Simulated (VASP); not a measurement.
Write the native input for VASP 6.6.1 that does the following.

* Task: single point
* Functional: PBE
* Potentials or basis: VASP PAW PBE potentials, release 64 (Zr_sv, Ti_sv, N)
* Cutoff: 520 eV
* k mesh: 8 × 8 × 8
* Occupations: gaussian, width 0.2 eV
* Spin: no spin polarisation
* Dipole correction: no
* Further INCAR settings: ALGO = Normal; EDIFF = 1e-06; NBANDS = 54

The structure of Zr3Ti2N5 lies in POSCAR:

```
Zr3Ti2N5
1.0
   -1.5796883801      2.7361005345      0.0000000000
   -3.1593767602      0.0000000000      0.0000000000
   -1.5796883801      0.9120335115     12.8677111000
Zr Ti N
3 2 5
Direct
    0.9035730000      0.9035730000      0.2892810000
    0.0964270000      0.0964270000      0.7107190000
    0.5000000000      0.5000000000      0.5000000000
    0.3028650000      0.3028650000      0.0914050000
    0.6971350000      0.6971350000      0.9085950000
    0.6052280000      0.6052280000      0.1843160000
    0.0000000000      0.0000000000      0.0000000000
    0.3947720000      0.3947720000      0.8156840000
    0.7980080000      0.7980080000      0.6059760000
    0.2019920000      0.2019920000      0.3940240000
```

One way to write it, as run:

INCAR

```
SYSTEM = Zr3Ti2N5
PREC = Accurate
ENCUT = 520
EDIFF = 1E-6
ISMEAR = 0
SIGMA = 0.2
LREAL = .FALSE.
LASPH = .TRUE.
NELM = 60
ALGO = Normal
ISIF = 2
LWAVE = .FALSE.
LCHARG = .FALSE.
GGA = PE
NBANDS = 54
```

KPOINTS

```
regular mesh
0
G
  8 8 8
  0 0 0
```

Potentials or basis: VASP PAW PBE potentials, release 64 (Zr_sv, Ti_sv, N).

Launch:

```console
$ cat potpaw_PBE.64/Zr_sv/POTCAR potpaw_PBE.64/Ti_sv/POTCAR potpaw_PBE.64/N/POTCAR > POTCAR
$ mpirun -np 1 vasp_std > vasp.out
```

Results of the run:

The pressure is 0.4 GPa, the largest force is 0.037 eV/Å and the band gap on the k mesh is zero (an odd number of electrons rules out a gap without spin polarisation).

Run time: 5.7 min on 1 thread of AMD EPYC 9R45 96-Core Processor (Zen 5), with other jobs on the host, peak memory 0.41 GiB.
